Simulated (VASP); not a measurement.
# Al3GaN4 (Pm) in VASP: a series of runs

Al3GaN4 is run at these levels: LDA; tasks: single point, relaxation of cell and atoms.

All numbers are computed with VASP 6.6.1; they aren't measurements. Logs are shortened: lines on timing, memory, paths and dates and some standing lists are left out, and cuts for length are marked.

### Step 1. The cell of the first run

Symmetry: Pm, No. 6, monoclinic system. Conventional cell: a = 5.002 Å, b = 3.104 Å, c = 5.372 Å, α = 90.00°, β = 90.03°, γ = 90.00°. Al (site symmetry m) has 4 N at 1.87 to 1.89 Å within 2.5 Å. Within 2.5 Å of Al (site symmetry m) lie 4 N at 1.88 to 1.89 Å. Within 2.5 Å of Al (site symmetry m) lie 4 N at 1.88 to 1.89 Å. Ga (site symmetry m) has 4 N at 1.92 to 1.94 Å within 2.5 Å. Within 2.5 Å of N (site symmetry m) lie 3 Al at 1.88 Å and 1 Ga at 1.94 Å. N (site symmetry m) has 4 Al at 1.89 Å within 2.5 Å. Within 2.5 Å of N (site symmetry m) lie 2 Al at 1.87 to 1.88 Å and 2 Ga at 1.92 Å. Within 2.5 Å of N (site symmetry m) lie 3 Al at 1.88 to 1.89 Å and 1 Ga at 1.93 Å.

### Step 2. Single point, LDA

INCAR

```
PREC = Accurate
ENCUT = 520
EDIFF = 1E-6
ISMEAR = 0
SIGMA = 0.02
LREAL = F
LASPH = T
NELM = 100
ALGO = Normal
ISIF = 2
LWAVE = F
LCHARG = F
GGA = CA
NBANDS = 31
```

KPOINTS

```
Automatic mesh
0
Gamma
  6 8 4
```

POSCAR

```
Al3GaN4
1.0
    5.0018813620      0.0000000000      0.0000994853
    0.0000000000      3.1041516237      0.0000000000
   -0.0032252481      0.0000000000      5.3723544693
Al Ga N
3 1 4
Direct
    0.5003095420      0.5000000000      0.1673460892
    0.0008764991      0.5000000000      0.8347693182
    0.0010864915      0.0000000000      0.3317184175
    0.4993095458      0.0000000000      0.6662219583
    0.1115185392      0.0000000000      0.6663488871
    0.1224313889      0.5000000000      0.1671289816
    0.6249421241      0.5000000000      0.8398843099
    0.6231248693      0.0000000000      0.3265830383
```

Potentials or basis: VASP PAW LDA potentials, release 64 (Al, Ga_d, N).

Launch:

```
$ cat potpaw_LDA.64/Al/POTCAR potpaw_LDA.64/Ga_d/POTCAR potpaw_LDA.64/N/POTCAR > POTCAR
$ mpirun -np 1 vasp_std > vasp.out
```

OUTCAR:

```text
PREC = Accurate
   ENCUT = 520
   EDIFF = 1E-6
   ISMEAR = 0
   LREAL = F
   LASPH = T
   NELM = 100
   ISIF = 2
   GGA = CA

 ion  position               nearest neighbor table
   1  0.500  0.500  0.167-   7 1.87   8 1.88   8 1.88   6 1.89   3 3.07   3 3.07   2 3.07   3 3.08
                             3 3.08   2 3.08   4 3.10   4 3.10   4 3.11   4 3.11
   2  0.001  0.500  0.835-   5 1.88   5 1.88   7 1.88   6 1.89   1 3.07   4 3.07   4 3.07   1 3.08
                             4 3.09   4 3.09   3 3.09   3 3.09   3 3.12   3 3.12
   3  0.001  0.000  0.332-   5 1.88   6 1.89   6 1.89   8 1.89   1 3.07   1 3.07   4 3.07   1 3.08
                             1 3.08   4 3.09   2 3.09   2 3.09   2 3.12   2 3.12
   4  0.499  0.000  0.666-   7 1.92   7 1.92   8 1.93   5 1.94   3 3.07   2 3.07   2 3.07   2 3.09
                             2 3.09   3 3.09   1 3.10   1 3.10   1 3.11   1 3.11
   5  0.112  0.000  0.666-   2 1.88   2 1.88   3 1.88   4 1.94
   6  0.122  0.500  0.167-   2 1.89   3 1.89   3 1.89   1 1.89
   7  0.625  0.500  0.840-   1 1.87   2 1.88   4 1.92   4 1.92
   8  0.623  0.000  0.327-   1 1.88   1 1.88   3 1.89   4 1.93

  LATTYP: Found a simple monoclinic cell.
 ALAT       =     5.0018813630
 B/A-ratio  =     0.6205968112
 C/A-ratio  =     1.0740669455
 COS(beta)  =    -0.0005804520

  Lattice vectors:

 A1 = (   5.0018813620,   0.0000000000,   0.0000994853)
 A2 = (   0.0000000000,   3.1041516237,   0.0000000000)
 A3 = (  -0.0032252481,   0.0000000000,   5.3723544693)

Analysis of symmetry for initial positions (statically):
=====================================================================
 Subroutine PRICEL returns:
 Original cell was already a primitive cell.

 Routine SETGRP: Setting up the symmetry group for a
 simple monoclinic supercell.

 Subroutine GETGRP returns: Found  2 space group operations
 (whereof  2 operations were pure point group operations)
 out of a pool of  4 trial point group operations.

The static configuration has the point symmetry C_1h.

Analysis of symmetry for dynamics (positions and initial velocities):
=====================================================================
 Subroutine PRICEL returns:
 Original cell was already a primitive cell.

 Routine SETGRP: Setting up the symmetry group for a
 simple monoclinic supercell.

 Subroutine GETGRP returns: Found  2 space group operations
 (whereof  2 operations were pure point group operations)
 out of a pool of  4 trial point group operations.

The dynamic configuration has the point symmetry C_1h.

 Subroutine INISYM returns: Found  2 space group operations
 (whereof  2 operations are pure point group operations),
 and found     1 'primitive' translations

----------------------------------------------------------------------------------------

                                     Primitive cell

  volume of cell :      83.4144

  direct lattice vectors                    reciprocal lattice vectors
     5.001881362  0.000000000  0.000099485     0.199924771  0.000000000  0.000120023
     0.000000000  3.104151624  0.000000000     0.000000000  0.322149212  0.000000000
    -0.003225248  0.000000000  5.372354469    -0.000003702  0.000000000  0.186138125

  length of vectors
     5.001881363  3.104151624  5.372355437     0.199924807  0.322149212  0.186138125

  position of ions in fractional coordinates (direct lattice)
     0.500309542  0.500000000  0.167346089
     0.000876499  0.500000000  0.834769318
     0.001086491  0.000000000  0.331718417
     0.499309546  0.000000000  0.666221958
     0.111518539  0.000000000  0.666348887
     0.122431389  0.500000000  0.167128982
     0.624942124  0.500000000  0.839884310
     0.623124869  0.000000000  0.326583038

  ion indices of the primitive-cell ions
   primitive index   ion index
                 1           1
                 2           2
                 3           3
                 4           4
                 5           5
                 6           6
                 7           7
                 8           8

----------------------------------------------------------------------------------------

 KPOINTS: Automatic mesh

Automatic generation of k-mesh.
 Grid dimensions read from file:
 generate k-points for:    6    8    4

 Generating k-lattice:

  Cartesian coordinates                     Fractional coordinates (reciprocal lattice)
     0.033320795  0.000000000  0.000020004     0.166666667  0.000000000  0.000000000
     0.000000000  0.040268652  0.000000000     0.000000000  0.125000000  0.000000000
    -0.000000926  0.000000000  0.046534531     0.000000000  0.000000000  0.250000000

  Length of vectors
     0.033320801  0.040268652  0.046534531

  Shift w.r.t. Gamma in fractional coordinates (k-lattice)
     0.000000000  0.000000000  0.000000000

 Subroutine IBZKPT returns following result:
 ===========================================

 Found     70 irreducible k-points:

 Following reciprocal coordinates:
            Coordinates               Weight
  0.000000  0.000000  0.000000      1.000000
  0.166667  0.000000  0.000000      2.000000
  0.333333  0.000000 -0.000000      2.000000
  0.500000  0.000000  0.000000      1.000000
  0.000000  0.125000  0.000000      2.000000
  0.166667  0.125000  0.000000      4.000000
[... 16 lines left out ...]
  0.333333  0.000000  0.250000      2.000000
  0.500000  0.000000  0.250000      2.000000
 [... further k-points ...]
   k-points           NKPTS =     70   k-points in BZ     NKDIM =     70   number of bands    NBANDS=     31
   number of dos      NEDOS =    301   number of ions     NIONS =      8
   total plane-waves  NPLWV =  38400
   dimension x,y,z NGX =    40 NGY =   24 NGZ =   40
   dimension x,y,z NGXF=    80 NGYF=   48 NGZF=   80
   ions per type =               3   1   4
   NGX,Y,Z   is equivalent  to a cutoff of  13.29, 12.85, 12.38 a.u.
   NGXF,Y,Z  is equivalent  to a cutoff of  26.59, 25.71, 24.76 a.u.
 SYSTEM =  unknown system
   PREC   = accura    normal or accurate (medium, high low for compatibility)
   ISTART =      0    job   : 0-new  1-cont  2-samecut
   ICHARG =      2    charge: 1-file 2-atom 10-const
   ISPIN  =      1    spin polarized calculation?
   LNONCOLLINEAR =      F non collinear calculations
   LSORBIT =      F    spin-orbit coupling
   LASPH  =      T    aspherical Exc in radial PAW
   ENCUT  =  520.0 eV  38.22 Ry    6.18 a.u.   9.30  5.77  9.99*2*pi/ulx,y,z
   NELM   =    100;   NELMIN=  2; NELMDL= -5     # of ELM steps
   EDIFF  = 0.1E-05   stopping-criterion for ELM
   LREAL  =      F    real-space projection
   EDIFFG = 0.1E-04   stopping-criterion for IOM
   NSW    =      0    number of steps for IOM
   IBRION =     -1    ionic relax: 0-MD 1-quasi-New 2-CG
   NFREE  =      0    steps in history (QN), initial steepest desc. (CG)
   ISIF   =      2    stress and relaxation
   ISYM   =      2    0-nonsym 1-usesym 2-fastsym
   POTIM  = 0.5000    time-step for ionic-motion
   TEBEG  =    0.0;   TEEND  =   0.0 temperature during run
   PSTRESS=    0.0 pullay stress
   NELECT =      42.0000    total number of electrons
   NUPDOWN=      -1.0000    fix difference up-down
   EMIN   =  10.00;   EMAX   =-10.00  energy-range for DOS
   EFERMI =   0.00;   METHOD = LEGACY
   ISMEAR =     0;   SIGMA  =   0.02  broadening in eV -4-tet -1-fermi 0-gaus
   EFERMI_NEDOS =   21; number of points for ismear=-14 and -15
   IALGO  =     38    algorithm
   IMIX   =      4    mixing-type and parameters
     AMIX     =   0.40;   BMIX     =  1.00
     AMIX_MAG =   1.60;   BMIX_MAG =  1.00
  volume/ion in A,a.u.               =      10.43        70.36
  Fermi-wavevector in a.u.,A,eV,Ry     =   1.302400  2.461178 23.078812  1.696245
  Thomas-Fermi vector in A             =   2.433470
   LORBIT       =      0    0 simple, 1 ext, 2 COOP (PROOUT), +10 PAW based schemes
   GGA     = CA    functional components
   LHFCALC =     F    Hartree Fock is set to
   AEXX    =    0.0000 exact exchange contribution
   IVDW    =     0    specifies the selected vdW correction
   LEPSILON=     F    determine dielectric tensor
   LRPA    =     F    only Hartree local field effects (RPA)
 non-spin polarized calculation
 Gauss-broadening in eV      SIGMA  =   0.02
  energy-cutoff  :      520.00
  volume of cell :       83.41
 maximum number of plane-waves:      2266
 NGX is ok and might be reduce to    40
   NGX = 19   NGY = 11   NGZ = 19

 number of electron      41.9999992 magnetization

 Free energy of the ion-electron system (eV)
  ---------------------------------------------------
  ext. energy  EPLUGINS =         0.00000000
  ---------------------------------------------------
  free energy    TOTEN  =       -63.18134036 eV

  energy without entropy =      -63.18134036  energy(sigma->0) =      -63.18134036

 E-fermi :   6.0183     XC(G=0): -11.5944

 val. band max:        5.8744698605   @ k =   0.0000   0.0000   0.0000
 cond. band min:       9.6519721977   @ k =   0.0000   0.0000   0.0000
 fundamental gap:      3.7775023373
 Fermi energy:         6.0183439688

 k-point     1 :       0.0000    0.0000    0.0000
  band No.  band energies     occupation
      1      -9.5021      2.00000
      2      -8.1402      2.00000
      3      -8.0826      2.00000
      4      -7.0804      2.00000
      5      -7.0491      2.00000
      6      -6.9789      2.00000
[... 23 lines left out ...]
     30      16.8884      0.00000
     31      16.9684      0.00000

 k-point     2 :       0.1667    0.0000    0.0000
  band No.  band energies     occupation
      1      -9.4006      2.00000
      2      -8.1639      2.00000
      3      -8.0751      2.00000
      4      -7.1161      2.00000
      5      -7.0807      2.00000
      6      -6.9873      2.00000
[... 740 lines left out ...]
 k-point    24 :       0.5000    0.0000    0.2500
  band No.  band energies     occupation
      1      -8.7203      2.00000
      2      -8.3758      2.00000
      3      -8.0939      2.00000
      4      -7.4685      2.00000
      5      -7.0816      2.00000
      6      -6.9830      2.00000
[... 23 lines left out ...]
     30      16.7193      0.00000
     31      17.3281      0.00000

 [... further k-points ...]

------------------------ aborting loop because EDIFF is reached ----------------------------------------

  FORCE on cell =-STRESS in cart. coord.  units (eV):
  Direction    XX          YY          ZZ          XY          YZ          ZX
  --------------------------------------------------------------------------------------
  -------------------------------------------------------------------------------------
  Total        0.4097135      0.4123725      0.4136870      0.0000000      0.0000000      0.0001111
  in kB        7.8695496      7.9206232      7.9458699      0.0000000      0.0000000      0.0021342
  external PRESSURE =       7.9120142 kB  Pullay stress =       0.0000000 kB

 VOLUME and BASIS-vectors are now :
 -----------------------------------------------------------------------------
  energy-cutoff  :      520.00
  volume of cell :       83.41
      direct lattice vectors                 reciprocal lattice vectors
     5.001881362  0.000000000  0.000099485     0.199924771  0.000000000  0.000120023
     0.000000000  3.104151624  0.000000000     0.000000000  0.322149212  0.000000000
    -0.003225248  0.000000000  5.372354469    -0.000003702  0.000000000  0.186138125

 POSITION                                       TOTAL-FORCE (eV/Angst)
 -----------------------------------------------------------------------------------
      2.50195      1.55208      0.89909        -0.000453      0.000000      0.000483
      0.00169      1.55208      4.48468         0.000235      0.000000      0.002090
      0.00436      0.00000      1.78211        -0.000560      0.000000     -0.002163
      2.49534      0.00000      3.57923        -0.001165      0.000000     -0.001847
      0.55565      0.00000      3.57987        -0.024754      0.000000     -0.000450
      0.61185      1.55208      0.89789         0.001378      0.000000      0.001028
      3.12318      1.55208      4.51222         0.017203      0.000000      0.025996
      3.11574      0.00000      1.75458         0.008116      0.000000     -0.025138
 -----------------------------------------------------------------------------------
    total drift:                                0.001287      0.000000     -0.001350

  FREE ENERGIE OF THE ION-ELECTRON SYSTEM (eV)
  ---------------------------------------------------
  free  energy   TOTEN  =       -63.1813403608 eV

  energy  without entropy=      -63.1813403608  energy(sigma->0) =      -63.18134036
```

Run time: 65 s. Hardware: 1 thread of AMD EPYC 9R45 (Zen 5), shared host; peak memory 0.24 GiB.

What came out:

* Free energy: -63.1813 eV
* Pressure: 0.8 GPa
* Largest force: 0.031 eV/Å
* Band gap on the k mesh: 3.78 eV

Forces on the atoms (eV/Å):
```
Al   0.000  0.000  0.000
Al   0.000  0.000  0.002
Al  -0.001  0.000 -0.002
Ga  -0.001  0.000 -0.002
N   -0.025  0.000  0.000
N    0.001  0.000  0.001
N    0.017  0.000  0.026
N    0.008  0.000 -0.025
```

Levels at points of the mesh, in eV from the valence-band top:
| k point | band 18 | band 19 | band 20 | band 21 | band 22 | band 23 | band 24 | band 25 |
| --- | --- | --- | --- | --- | --- | --- | --- | --- |
| (0.00, 0.00, 0.00) | -0.76 | -0.09 | -0.01 | 0.00 | 3.78 | 5.49 | 5.93 | 6.15 |
| (0.50, 0.00, 0.00) | -0.67 | -0.67 | -0.33 | -0.28 | 4.90 | 5.28 | 5.85 | 6.28 |
| (0.00, 0.50, 0.00) | -1.94 | -1.86 | -1.60 | -1.52 | 5.63 | 5.65 | 7.69 | 7.87 |
| (0.50, 0.50, 0.00) | -1.21 | -1.20 | -1.17 | -0.93 | 6.20 | 6.52 | 6.57 | 6.60 |
| (0.00, 0.00, 0.50) | -0.58 | -0.56 | -0.41 | -0.21 | 5.69 | 5.96 | 7.05 | 7.47 |
| (0.50, 0.00, 0.50) | -1.24 | -1.18 | -1.15 | -0.76 | 5.99 | 6.24 | 6.39 | 6.54 |
| (0.00, 0.50, 0.50) | -2.00 | -1.91 | -0.79 | -0.65 | 5.22 | 5.62 | 5.82 | 5.93 |
| (0.50, 0.50, 0.50) | -1.55 | -1.46 | -1.44 | -1.21 | 4.75 | 5.15 | 5.21 | 5.24 |

A k mesh can miss the band edges.

### Step 3. Relaxation of cell and atoms, LDA

This run uses another cell than the first one, of 10.65 Å³/atom.

INCAR

```
SYSTEM = Al3GaN4
  PREC = Accurate
  ENCUT = 600
  EDIFF = 1E-7
  ISMEAR = 0
  SIGMA = 0.02
  LREAL = .FALSE.
  LASPH = .TRUE.
  NELM = 100
  ALGO = Normal
  ISIF = 3
  LWAVE = .FALSE.
  LCHARG = .FALSE.
  GGA = CA
  IBRION = 2
  NSW = 100
  EDIFFG = -0.005
```

KPOINTS

```
Automatic mesh
0
G
  6 8 4
  0 0 0
```

POSCAR

```
Al3GaN4
1.0
    5.0376935905      0.0000000000      0.0000000000
    0.0000000000      3.1254377800      0.0000000000
   -0.0033559659      0.0000000000      5.4111720837
Al Ga N
3 1 4
Direct
    0.5000987300      0.5000000000      0.1672803900
    0.0007635700      0.5000000000      0.8349643100
    0.0008865500      0.0000000000      0.3315828000
    0.4997148900      0.0000000000      0.6661637400
    0.1101354300      0.0000000000      0.6662955400
    0.1225865200      0.5000000000      0.1671738600
    0.6259035500      0.5000000000      0.8412775200
    0.6235097600      0.0000000000      0.3252628400
```

Potentials or basis: VASP PAW LDA potentials, release 64 (Al, Ga_d, N).

Launch:

```
$ cat potpaw_LDA.64/Al/POTCAR potpaw_LDA.64/Ga_d/POTCAR potpaw_LDA.64/N/POTCAR > POTCAR
$ mpirun -np 1 vasp_std > vasp.out
```

Run time: 5.4 min. Hardware: 1 thread of AMD EPYC 9R45 (Zen 5), shared host; peak memory 0.28 GiB.

The run converged. Its results:

```
Free energy                           : -63.1861 eV
Relaxed volume                        : 10.46 Å³/atom
Relaxed cell                          : a = 5.008 Å, b = 3.107 Å, c = 5.378 Å, α = 90.00°, β = 90.04°, γ = 90.00°
Space group after relaxing (to 0.1 Å) : Pm (No. 6)
Energy gained by relaxing             : 2.4 meV/atom
Ionic steps                           : 6
Pressure after relaxing               : 0.0 GPa
Largest force after relaxing          : 0.004 eV/Å
Band gap on the k mesh                : 3.75 eV
```

Forces on the atoms (eV/Å):
```
Al  -0.003  0.000  0.001
Al  -0.002  0.000  0.004
Al   0.001  0.000 -0.003
Ga  -0.001  0.000  0.000
N   -0.003  0.000  0.001
N    0.003  0.000 -0.003
N    0.003  0.000 -0.002
N    0.002  0.000  0.001
```

The path:
| step | energy change (eV) | largest force (eV/Å) | pressure (GPa) | volume (Å³) |
| --- | --- | --- | --- | --- |
| 1 | 0.0000 | 0.1842 | -3.65 | 85.20 |
| 2 | -0.0027 | 0.0538 | 3.73 | 82.24 |
| 3 | -0.0189 | 0.0670 | 0.07 | 83.65 |
| 4 | -0.0192 | 0.0177 | -0.02 | 83.68 |
| 5 | -0.0192 | 0.0177 | -0.02 | 83.68 |
| 6 | -0.0193 | 0.0045 | 0.02 | 83.67 |

Final structure:
```yaml
crystal:
  lattice:
    - [5.00760, 0.00000, -0.00003]
    - [0.00000, 3.10702, 0.00000]
    - [-0.00336, 0.00000, 5.37757]
  atoms:
    - { symbol: Al, position: [0.50026, 0.50000, 0.16734] }
    - { symbol: Al, position: [0.00089, 0.50000, 0.83480] }
    - { symbol: Al, position: [0.00102, 0.00000, 0.33169] }
    - { symbol: Ga, position: [0.49934, 0.00000, 0.66620] }
    - { symbol: N, position: [0.11138, 0.00000, 0.66632] }
    - { symbol: N, position: [0.12246, 0.50000, 0.16717] }
    - { symbol: N, position: [0.62507, 0.50000, 0.84009] }
    - { symbol: N, position: [0.62317, 0.00000, 0.32638] }
```

Levels at points of the mesh, in eV from the valence-band top:
| k point | band 19 | band 20 | band 21 | band 22 | band 23 | band 24 |
| --- | --- | --- | --- | --- | --- | --- |
| (0.00, 0.00, 0.00) | -0.09 | -0.01 | 0.00 | 3.75 | 5.48 | 5.92 |
| (0.50, 0.00, 0.00) | -0.66 | -0.32 | -0.27 | 4.89 | 5.27 | 5.82 |
| (0.00, 0.50, 0.00) | -1.86 | -1.59 | -1.51 | 5.63 | 5.65 | 7.68 |
| (0.50, 0.50, 0.00) | -1.20 | -1.17 | -0.92 | 6.19 | 6.52 | 6.56 |
| (0.00, 0.00, 0.50) | -0.56 | -0.41 | -0.21 | 5.66 | 5.94 | 7.04 |
| (0.50, 0.00, 0.50) | -1.17 | -1.14 | -0.76 | 5.97 | 6.22 | 6.38 |
| (0.00, 0.50, 0.50) | -1.90 | -0.79 | -0.65 | 5.21 | 5.62 | 5.81 |
| (0.50, 0.50, 0.50) | -1.45 | -1.43 | -1.21 | 4.74 | 5.14 | 5.20 |
